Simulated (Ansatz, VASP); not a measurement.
# One calculation of LiH, two programs

```
CELL_PARAMETERS angstrom
0.00000 2.00355 2.00355
2.00355 0.00000 2.00355
2.00355 2.00355 0.00000
ATOMIC_POSITIONS crystal
Li 0.00000 0.00000 0.00000
H 0.50000 0.50000 0.50000
```

Alike in both runs: task single point; functional r2SCAN; k mesh 10 × 10 × 10; no spin polarisation.

|  | VASP | Ansatz |
| --- | --- | --- |
| version | VASP 6.6.1 | Ansatz 0.2.0 |
| potentials or method | VASP PAW PBE potentials, release 64 (Li_sv, H) | plane waves, PAW |
| plane-wave cutoff (eV) | 520 | 500 |
| occupations | gaussian, width 0.01 eV | fixed |
| valence electrons in the cell | 4 | 4 |

VASP gave:

- gap on the k mesh at the Fermi level (eV): 3.58

Problem. What did Ansatz give for the same quantities?

Solution. gap on the k mesh at the Fermi level (eV): 3.63.

VASP's potentials were made for PBE, not for r2SCAN.

Noted on VASP's run: the cutoff is short for stress, so the pressure is rough.
